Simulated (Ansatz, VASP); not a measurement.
**One calculation of SnSe, two programs**

INCAR

```
SYSTEM = SnSe
PREC = Accurate ; ENCUT = 520
EDIFF = 1E-6 ; ISMEAR = -1
SIGMA = 0.05 ; LREAL = .False.
LASPH = .True. ; NELM = 80
ALGO = Normal ; ISIF = 2
LWAVE = .False. ; LCHARG = .False.
GGA = PS ; NBANDS = 28
```

Contents of KPOINTS:

```
regular mesh
0
Gamma
  6 6 3
  0 0 0
```

Contents of POSCAR:

```
SnSe
1.0
    4.2853274191      0.0000000000      0.0000000000
    0.0000000000      4.2853274191      0.0000000000
    0.0000000000      0.0000000000     10.9906921300
Sn Se
2 2
Direct
    0.0000000000      0.5000000000      0.6277708900
    0.5000000000      0.0000000000      0.3722291100
    0.0000000000      0.5000000000      0.3839605100
    0.5000000000      0.0000000000      0.6160394900
```

input.yaml

```yaml
crystal:
  lattice:
    - [4.2853274191, 0.0, 0.0]
    - [0.0, 4.2853274191, 0.0]
    - [0.0, 0.0, 10.99069213]
  atoms:
    - { symbol: Sn, position: [0.0, 0.5, 0.62777089] }
    - { symbol: Sn, position: [0.5, 0.0, 0.37222911] }
    - { symbol: Se, position: [0.0, 0.5, 0.38396051] }
    - { symbol: Se, position: [0.5, 0.0, 0.61603949] }
hamiltonian:
  xc: pbesol
  pseudopotentials: { kind: paw }
kpoints:
  mp_grid: { grid: [6, 6, 3] }
  band_path:
    path:
      - [[0.0, 0.0, 0.0], [0.0, 0.5, 0.0], [0.5, 0.5, 0.0], [0.0, 0.0, 0.0], [0.0, 0.0, 0.5], [0.0, 0.5, 0.5], [0.5, 0.5, 0.5], [0.0, 0.0, 0.5]]
      - [[0.0, 0.5, 0.0], [0.0, 0.5, 0.5]]
      - [[0.5, 0.5, 0.0], [0.5, 0.5, 0.5]]
    npoints: 14
scf:
  occupations: { method: fermi_dirac, width: 0.05 }
  n_extra_bands: 10
output:
  forces: true
  stress: true
  eigenvalues: true
  fatbands: false
  write_density: true
  write_potential: true
  elf: true
  volumetric_format: npy
```

Alike in both runs: functional PBEsol; k mesh 6 × 6 × 3; occupations fermi-dirac, width 0.05 eV; no spin polarisation.

```csv
,VASP,Ansatz
version,VASP 6.6.1,Ansatz 0.2.0
potentials or method,"VASP PAW PBE potentials, release 64 (Sn_d, Se)",Ansatz PAW
plane-wave cutoff (eV),520,420
valence electrons in the cell,40,60
task,single point,band structure
```

```csv
,VASP,Ansatz,Ansatz less VASP
rms of the force components (eV/Å),0.054,0.054,+0.0008
```

VASP's potentials were made for PBE, not for PBEsol. Atom by atom the forces differ by 0.009 eV/Å (rms over components). VASP's potentials hold 40 valence electrons a cell and Ansatz's 60, so a difference there can come from the potentials and not from the codes.
